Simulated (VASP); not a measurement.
# Mo (I4_1/amd) in VASP: notebook

The runs below take Mo through single point, with LDA.

Program: VASP 6.6.1. These are calculated values, not measurements. Logs are shortened: lines on timing, memory, paths and dates and some standing lists are left out, and cuts for length are marked.

### 1 The cell of the first run

Symmetry: I4_1/amd, No. 141, tetragonal system. The conventional cell has a = 4.927 Å, b = 4.927 Å, c = 2.569 Å, α = 90.00°, β = 90.00°, γ = 90.00°. Within 3.4 Å of Mo (site symmetry -4m2) lie 10 Mo at 2.55 to 3.13 Å.

### 2 Single point, LDA

INCAR reads:

```
SYSTEM = Mo
  PREC = Accurate
  ENCUT = 520
  EDIFF = 1E-7
  ISMEAR = -1
  SIGMA = 0.05
  LREAL = .False.
  LASPH = .True.
  NELM = 80
  ALGO = Normal
  ISIF = 2
  LWAVE = .False.
  LCHARG = .False.
  GGA = CA
  NBANDS = 21
```

KPOINTS reads:

```
regular mesh
0
Gamma
  16 16 16
  0 0 0
```

POSCAR reads:

```
Mo
1.0
   -2.4634693158      2.4634693158      1.2847198217
    2.4634693158     -2.4634693158      1.2847198217
    2.4634693158      2.4634693158     -1.2847198217
Mo
2
Direct
   -0.3750000000     -0.1250000000     -0.2500000000
    0.3750000000      0.1250000000      0.2500000000
```

Potentials or basis: VASP PAW LDA potentials, release 64 (Mo_sv).

Launch:

```bash
> cat potpaw_LDA.64/Mo_sv/POTCAR > POTCAR
> mpirun -np 1 vasp_std > vasp.out
```

OUTCAR:

```text
SYSTEM = Mo
   PREC = Accurate
   ENCUT = 520
   EDIFF = 1E-7
   ISMEAR = -1
   LREAL = .False.
   LASPH = .True.
   NELM = 80
   ISIF = 2
   GGA = CA

 ion  position               nearest neighbor table
   1  0.625  0.875  0.750-   2 2.55   2 2.55   2 2.55   2 2.55   2 3.13   2 3.13   2 3.13   2 3.13

   2  0.375  0.125  0.250-   1 2.55   1 2.55   1 2.55   1 2.55   1 3.13   1 3.13   1 3.13   1 3.13

  LATTYP: Found a body centered tetragonal cell.
 ALAT       =     4.9269386316
 C/A-ratio  =     0.5215083514

  Lattice vectors:

 A1 = (  -2.4634693158,   2.4634693158,   1.2847198217)
 A2 = (   2.4634693158,  -2.4634693158,   1.2847198217)
 A3 = (   2.4634693158,   2.4634693158,  -1.2847198217)

Analysis of symmetry for initial positions (statically):
=====================================================================
 Subroutine PRICEL returns:
 Original cell was already a primitive cell.

 Routine SETGRP: Setting up the symmetry group for a
 body centered tetragonal supercell.

 Subroutine GETGRP returns: Found 16 space group operations
 (whereof  4 operations were pure point group operations)
 out of a pool of 16 trial point group operations.

The static configuration has the point symmetry C_2h.
 The point group associated with its full space group is D_4h.

Analysis of symmetry for dynamics (positions and initial velocities):
=====================================================================
 Subroutine PRICEL returns:
 Original cell was already a primitive cell.

 Routine SETGRP: Setting up the symmetry group for a
 body centered tetragonal supercell.

 Subroutine GETGRP returns: Found 16 space group operations
 (whereof  4 operations were pure point group operations)
 out of a pool of 16 trial point group operations.

The dynamic configuration has the point symmetry C_2h.
 The point group associated with its full space group is D_4h.

 Subroutine INISYM returns: Found 16 space group operations
 (whereof  4 operations are pure point group operations),
 and found     1 'primitive' translations

----------------------------------------------------------------------------------------

                                     Primitive cell

  volume of cell :      31.1862

  direct lattice vectors                    reciprocal lattice vectors
    -2.463469316  2.463469316  1.284719822     0.000000000  0.202965792  0.389189916
     2.463469316 -2.463469316  1.284719822     0.202965792  0.000000000  0.389189916
     2.463469316  2.463469316 -1.284719822     0.202965792  0.202965792  0.000000000

  length of vectors
     3.713201740  3.713201740  3.713201740     0.438934965  0.438934965  0.287036975

  position of ions in fractional coordinates (direct lattice)
     0.625000000  0.875000000  0.750000000
     0.375000000  0.125000000  0.250000000

  ion indices of the primitive-cell ions
   primitive index   ion index
                 1           1
                 2           2

----------------------------------------------------------------------------------------

 KPOINTS: regular mesh

Automatic generation of k-mesh.
 Grid dimensions read from file:
 generate k-points for:   16   16   16

 Generating k-lattice:

  Cartesian coordinates                     Fractional coordinates (reciprocal lattice)
     0.000000000  0.012685362  0.024324370     0.062500000 -0.000000000  0.000000000
     0.012685362  0.000000000  0.024324370    -0.000000000  0.062500000  0.000000000
     0.012685362  0.012685362  0.000000000     0.000000000  0.000000000  0.062500000

  Length of vectors
     0.027433435  0.027433435  0.017939811

  Shift w.r.t. Gamma in fractional coordinates (k-lattice)
     0.000000000  0.000000000  0.000000000

 Subroutine IBZKPT returns following result:
 ===========================================

 Found    349 irreducible k-points:

 Following reciprocal coordinates:
            Coordinates               Weight
  0.000000  0.000000  0.000000      1.000000
  0.062500  0.000000  0.000000      8.000000
  0.125000  0.000000  0.000000      8.000000
  0.187500  0.000000 -0.000000      8.000000
  0.250000  0.000000  0.000000      8.000000
  0.312500  0.000000 -0.000000      8.000000
[... 16 lines left out ...]
 -0.125000  0.062500  0.000000     16.000000
 -0.062500  0.062500  0.000000      4.000000
 [... further k-points ...]
   k-points           NKPTS =    349   k-points in BZ     NKDIM =    349   number of bands    NBANDS=     21
   number of dos      NEDOS =    301   number of ions     NIONS =      2
   total plane-waves  NPLWV =  21952
   dimension x,y,z NGX =    28 NGY =   28 NGZ =   28
   dimension x,y,z NGXF=    56 NGYF=   56 NGZF=   56
   ions per type =               2
   NGX,Y,Z   is equivalent  to a cutoff of  12.54, 12.54, 12.54 a.u.
   NGXF,Y,Z  is equivalent  to a cutoff of  25.07, 25.07, 25.07 a.u.
 SYSTEM =  Mo
   PREC   = accura    normal or accurate (medium, high low for compatibility)
   ISTART =      0    job   : 0-new  1-cont  2-samecut
   ICHARG =      2    charge: 1-file 2-atom 10-const
   ISPIN  =      1    spin polarized calculation?
   LNONCOLLINEAR =      F non collinear calculations
   LSORBIT =      F    spin-orbit coupling
   LASPH  =      T    aspherical Exc in radial PAW
   ENCUT  =  520.0 eV  38.22 Ry    6.18 a.u.   6.90  6.90  6.90*2*pi/ulx,y,z
   NELM   =     80;   NELMIN=  2; NELMDL= -5     # of ELM steps
   EDIFF  = 0.1E-06   stopping-criterion for ELM
   LREAL  =      F    real-space projection
   EDIFFG = 0.1E-05   stopping-criterion for IOM
   NSW    =      0    number of steps for IOM
   IBRION =     -1    ionic relax: 0-MD 1-quasi-New 2-CG
   NFREE  =      0    steps in history (QN), initial steepest desc. (CG)
   ISIF   =      2    stress and relaxation
   ISYM   =      2    0-nonsym 1-usesym 2-fastsym
   POTIM  = 0.5000    time-step for ionic-motion
   TEBEG  =    0.0;   TEEND  =   0.0 temperature during run
   PSTRESS=    0.0 pullay stress
   NELECT =      28.0000    total number of electrons
   NUPDOWN=      -1.0000    fix difference up-down
   EMIN   =  10.00;   EMAX   =-10.00  energy-range for DOS
   EFERMI =   0.00;   METHOD = LEGACY
   ISMEAR =    -1;   SIGMA  =   0.05  broadening in eV -4-tet -1-fermi 0-gaus
   EFERMI_NEDOS =   21; number of points for ismear=-14 and -15
   IALGO  =     38    algorithm
   IMIX   =      4    mixing-type and parameters
     AMIX     =   0.40;   BMIX     =  1.00
     AMIX_MAG =   1.60;   BMIX_MAG =  1.00
  volume/ion in A,a.u.               =      15.59       105.23
  Fermi-wavevector in a.u.,A,eV,Ry     =   1.579331  2.984504 33.936843  2.494288
  Thomas-Fermi vector in A             =   2.679727
   LORBIT       =      0    0 simple, 1 ext, 2 COOP (PROOUT), +10 PAW based schemes
   GGA     = CA    functional components
   LHFCALC =     F    Hartree Fock is set to
   AEXX    =    0.0000 exact exchange contribution
   IVDW    =     0    specifies the selected vdW correction
   LEPSILON=     F    determine dielectric tensor
   LRPA    =     F    only Hartree local field effects (RPA)
 non-spin polarized calculation
  energy-cutoff  :      520.00
  volume of cell :       31.19
 maximum number of plane-waves:       856
   NGX = 13   NGY = 13   NGZ = 13

 number of electron      28.0000002 magnetization

 Free energy of the ion-electron system (eV)
  ---------------------------------------------------
  ext. energy  EPLUGINS =         0.00000000
  ---------------------------------------------------
  free energy    TOTEN  =       -22.54912525 eV

  energy without entropy =      -22.53510830  energy(sigma->0) =      -22.54211678

 E-fermi :  12.4215     XC(G=0): -13.5118

 val. band max:       12.4199262374   @ k =  -0.3125   0.1250   0.0625
 cond. band min:      12.4226033246   @ k =  -0.1250   0.2500   0.0625
 fundamental gap:      0.0026770872
 Fermi energy:        12.4215131083

 k-point     1 :       0.0000    0.0000    0.0000
  band No.  band energies     occupation
      1     -48.3638      2.00000
      2     -47.8255      2.00000
      3     -23.1514      2.00000
      4     -23.1514      2.00000
      5     -21.6406      2.00000
      6     -21.6406      2.00000
[... 13 lines left out ...]
     20      19.2316      0.00000
     21      19.2316      0.00000

 k-point     2 :       0.0625    0.0000    0.0000
  band No.  band energies     occupation
      1     -48.3508      2.00000
      2     -47.8216      2.00000
      3     -23.1442      2.00000
      4     -23.1269      2.00000
      5     -21.6808      2.00000
      6     -21.6358      2.00000
[... 13 lines left out ...]
     20      19.6563      0.00000
     21      19.9776      0.00000

 k-point     3 :       0.1250    0.0000    0.0000
  band No.  band energies     occupation
      1     -48.3134      2.00000
      2     -47.8109      2.00000
      3     -23.1236      2.00000
      4     -23.0578      2.00000
      5     -21.8497      2.00000
      6     -21.8077      2.00000
[... 13 lines left out ...]
     20      20.7287      0.00000
     21      21.2344      0.00000

 k-point     4 :       0.1875    0.0000   -0.0000
  band No.  band energies     occupation
      1     -48.2561      2.00000
      2     -47.7955      2.00000
      3     -23.0924      2.00000
      4     -22.9581      2.00000
      5     -22.1309      2.00000
      6     -22.0628      2.00000
[... 13 lines left out ...]
     20      21.9927      0.00000
     21      22.4072      0.00000

 k-point     5 :       0.2500    0.0000    0.0000
  band No.  band energies     occupation
      1     -48.1861      2.00000
      2     -47.7790      2.00000
      3     -23.0547      2.00000
      4     -22.8661      2.00000
      5     -22.4522      2.00000
      6     -22.3268      2.00000
[... 13 lines left out ...]
     20      22.9556      0.00000
     21      23.0069      0.00000
[... 382 lines left out ...]
     20      21.2761      0.00000
     21      22.8866      0.00000

 k-point    22 :      -0.1875    0.0625    0.0000
  band No.  band energies     occupation
      1     -48.2989      2.00000
      2     -47.8255      2.00000
      3     -23.1226      2.00000
      4     -22.9932      2.00000
      5     -21.9138      2.00000
      6     -21.8059      2.00000
[... 13 lines left out ...]
     20      20.2615      0.00000
     21      21.8778      0.00000

 k-point    23 :      -0.1250    0.0625    0.0000
  band No.  band energies     occupation
      1     -48.3407      2.00000
      2     -47.8319      2.00000
      3     -23.1381      2.00000
      4     -23.0869      2.00000
      5     -21.7529      2.00000
      6     -21.6640      2.00000
[... 13 lines left out ...]
     20      19.3231      0.00000
     21      20.7978      0.00000

 k-point    24 :      -0.0625    0.0625    0.0000
  band No.  band energies     occupation
      1     -48.3587      2.00000
      2     -47.8307      2.00000
      3     -23.1401      2.00000
      4     -23.1392      2.00000
      5     -21.6779      2.00000
      6     -21.6589      2.00000
[... 13 lines left out ...]
     20      19.0358      0.00000
     21      20.0179      0.00000

 [... further k-points ...]
[... 5 lines left out ...]
  --------------------------------------------------------------------------------------
  -------------------------------------------------------------------------------------
  Total        1.4904381      1.4904381      1.4906798      0.0000000      0.0000000      0.0000000
  in kB       76.5705552     76.5705552     76.5829725      0.0000000      0.0000000      0.0000000
  external PRESSURE =      76.5746943 kB  Pullay stress =       0.0000000 kB

 VOLUME and BASIS-vectors are now :
 -----------------------------------------------------------------------------
  energy-cutoff  :      520.00
  volume of cell :       31.19
      direct lattice vectors                 reciprocal lattice vectors
    -2.463469316  2.463469316  1.284719822     0.000000000  0.202965792  0.389189916
     2.463469316 -2.463469316  1.284719822     0.202965792  0.000000000  0.389189916
     2.463469316  2.463469316 -1.284719822     0.202965792  0.202965792  0.000000000

 POSITION                                       TOTAL-FORCE (eV/Angst)
 -----------------------------------------------------------------------------------
      2.46347      1.23173      0.96354        -0.000000      0.000000     -0.000000
     -0.00000      1.23173      0.32118         0.000000     -0.000000      0.000000
 -----------------------------------------------------------------------------------
    total drift:                               -0.000000      0.000000     -0.000000

  FREE ENERGIE OF THE ION-ELECTRON SYSTEM (eV)
  ---------------------------------------------------
  free  energy   TOTEN  =       -22.5491252545 eV

  energy  without entropy=      -22.5351082973  energy(sigma->0) =      -22.54211678
```

It took 97 s on 1 thread of Intel Xeon 6975P-C, shared host; peak memory 0.28 GiB.

What came out:

| Quantity | Value |
| --- | --- |
| Free energy | -22.5491 eV |
| Pressure | 7.7 GPa |
| Band gap on the k mesh | zero (band 14 reaches 14.41 eV, above the bottom of band 15 at 11.20 eV) |

### 3 Single point, LDA

INCAR reads:

```
ALGO = Normal ; EDIFF = 1E-6
ENCUT = 520 ; GGA = CA
ISIF = 2 ; ISMEAR = -1
LASPH = T ; LCHARG = F
LREAL = F ; LWAVE = F
NBANDS = 21 ; NELM = 60
PREC = Accurate ; SIGMA = 0.05
```

KPOINTS reads:

```
k-points
0
Gamma
  16 16 16
```

POSCAR reads:

```
Mo
1.0
   -2.4637972650      2.4637972650      1.2848629649
    2.4637972650     -2.4637972650      1.2848629649
    2.4637972650      2.4637972650     -1.2848629649
Mo
2
Direct
   -0.3750000000     -0.1250000000     -0.2500000000
    0.3750000000      0.1250000000      0.2500000000
```

Potentials or basis: VASP PAW LDA potentials, release 64 (Mo_sv).

Launch:

```bash
> cat potpaw_LDA.64/Mo_sv/POTCAR > POTCAR
> mpirun -np 1 vasp_std > vasp.out
```

OUTCAR:

```text
EDIFF = 1E-6
   ENCUT = 520
   GGA = CA
   ISIF = 2
   ISMEAR = -1
   LASPH = T
   LREAL = F
   NELM = 60
   PREC = Accurate

 ion  position               nearest neighbor table
   1  0.625  0.875  0.750-   2 2.55   2 2.55   2 2.55   2 2.55   2 3.13   2 3.13   2 3.13   2 3.13

   2  0.375  0.125  0.250-   1 2.55   1 2.55   1 2.55   1 2.55   1 3.13   1 3.13   1 3.13   1 3.13

  LATTYP: Found a body centered tetragonal cell.
 ALAT       =     4.9275945300
 C/A-ratio  =     0.5214970335

  Lattice vectors:

 A1 = (  -2.4637972650,   2.4637972650,   1.2848629649)
 A2 = (   2.4637972650,  -2.4637972650,   1.2848629649)
 A3 = (   2.4637972650,   2.4637972650,  -1.2848629649)

Analysis of symmetry for initial positions (statically):
=====================================================================
 Subroutine PRICEL returns:
 Original cell was already a primitive cell.

 Routine SETGRP: Setting up the symmetry group for a
 body centered tetragonal supercell.

 Subroutine GETGRP returns: Found 16 space group operations
 (whereof  4 operations were pure point group operations)
 out of a pool of 16 trial point group operations.

The static configuration has the point symmetry C_2h.
 The point group associated with its full space group is D_4h.

Analysis of symmetry for dynamics (positions and initial velocities):
=====================================================================
 Subroutine PRICEL returns:
 Original cell was already a primitive cell.

 Routine SETGRP: Setting up the symmetry group for a
 body centered tetragonal supercell.

 Subroutine GETGRP returns: Found 16 space group operations
 (whereof  4 operations were pure point group operations)
 out of a pool of 16 trial point group operations.

The dynamic configuration has the point symmetry C_2h.
 The point group associated with its full space group is D_4h.

[... 105 lines left out ...]
   ISYM   =      2    0-nonsym 1-usesym 2-fastsym
   POTIM  = 0.5000    time-step for ionic-motion
   TEBEG  =    0.0;   TEEND  =   0.0 temperature during run
   PSTRESS=    0.0 pullay stress
   NELECT =      28.0000    total number of electrons
   NUPDOWN=      -1.0000    fix difference up-down
   EMIN   =  10.00;   EMAX   =-10.00  energy-range for DOS
   EFERMI =   0.00;   METHOD = LEGACY
   ISMEAR =    -1;   SIGMA  =   0.05  broadening in eV -4-tet -1-fermi 0-gaus
   EFERMI_NEDOS =   21; number of points for ismear=-14 and -15
   IALGO  =     38    algorithm
   IMIX   =      4    mixing-type and parameters
     AMIX     =   0.40;   BMIX     =  1.00
     AMIX_MAG =   1.60;   BMIX_MAG =  1.00
  volume/ion in A,a.u.               =      15.60       105.27
  Fermi-wavevector in a.u.,A,eV,Ry     =   1.579133  2.984128 33.928300  2.493660
  Thomas-Fermi vector in A             =   2.679558
   LORBIT       =      0    0 simple, 1 ext, 2 COOP (PROOUT), +10 PAW based schemes
   GGA     = CA    functional components
   LHFCALC =     F    Hartree Fock is set to
   AEXX    =    0.0000 exact exchange contribution
   IVDW    =     0    specifies the selected vdW correction
   LEPSILON=     F    determine dielectric tensor
   LRPA    =     F    only Hartree local field effects (RPA)
 non-spin polarized calculation
  energy-cutoff  :      520.00
  volume of cell :       31.20
 maximum number of plane-waves:       856
   NGX = 13   NGY = 13   NGZ = 13

 number of electron      28.0000002 magnetization

 Free energy of the ion-electron system (eV)
  ---------------------------------------------------
  ext. energy  EPLUGINS =         0.00000000
  ---------------------------------------------------
  free energy    TOTEN  =       -22.54969249 eV

  energy without entropy =      -22.53566660  energy(sigma->0) =      -22.54267955

 E-fermi :  12.4154     XC(G=0): -13.5096

 val. band max:       12.4140426261   @ k =  -0.3125   0.1250   0.0625
 cond. band min:      12.4171292084   @ k =  -0.1250   0.2500   0.0625
 fundamental gap:      0.0030865823
 Fermi energy:        12.4153998224

 k-point     1 :       0.0000    0.0000    0.0000
  band No.  band energies     occupation
      1     -48.3695      2.00000
      2     -47.8320      2.00000
      3     -23.1565      2.00000
      4     -23.1565      2.00000
      5     -21.6474      2.00000
      6     -21.6474      2.00000
[... 565 lines left out ...]
     20      19.0266      0.00000
     21      20.0083      0.00000

 [... further k-points ...]
[... 5 lines left out ...]
  --------------------------------------------------------------------------------------
  -------------------------------------------------------------------------------------
  Total        1.4715325      1.4715325      1.4717280     -0.0000000      0.0000000     -0.0000000
  in kB       75.5707468     75.5707468     75.5807827     -0.0000000      0.0000000     -0.0000000
  external PRESSURE =      75.5740921 kB  Pullay stress =       0.0000000 kB

 VOLUME and BASIS-vectors are now :
 -----------------------------------------------------------------------------
  energy-cutoff  :      520.00
  volume of cell :       31.20
      direct lattice vectors                 reciprocal lattice vectors
    -2.463797265  2.463797265  1.284862965     0.000000000  0.202938775  0.389146558
     2.463797265 -2.463797265  1.284862965     0.202938775  0.000000000  0.389146558
     2.463797265  2.463797265 -1.284862965     0.202938775  0.202938775  0.000000000

 POSITION                                       TOTAL-FORCE (eV/Angst)
 -----------------------------------------------------------------------------------
      2.46380      1.23190      0.96365         0.000000      0.000000      0.000000
      0.00000      1.23190      0.32122        -0.000000     -0.000000     -0.000000
 -----------------------------------------------------------------------------------
    total drift:                                0.000000      0.000000     -0.000000

  FREE ENERGIE OF THE ION-ELECTRON SYSTEM (eV)
  ---------------------------------------------------
  free  energy   TOTEN  =       -22.5496924907 eV

  energy  without entropy=      -22.5356666035  energy(sigma->0) =      -22.54267955
```

stdout:

```text
POSCAR found type information on POSCAR Mo
 POSCAR found :  1 types and       2 ions
 scaLAPACK will be used
 LDA part: xc-table for (Slater(with rela. corr.)+CA(PZ))
 , standard interpolation
 POSCAR, INCAR and KPOINTS ok, starting setup
 FFT: planning ... GRIDC
 FFT: planning ... GRID_SOFT
 FFT: planning ... GRID
 WAVECAR not read
 entering main loop
```

Run time: 1.7 min. Hardware: 1 thread of Intel Xeon 6975P-C, shared host; peak memory 0.28 GiB.

Results:

| Quantity | Value |
| --- | --- |
| Free energy | -22.5497 eV |
| Pressure | 7.6 GPa |
| Band gap on the k mesh | zero (band 14 reaches 14.41 eV, above the bottom of band 15 at 11.20 eV) |
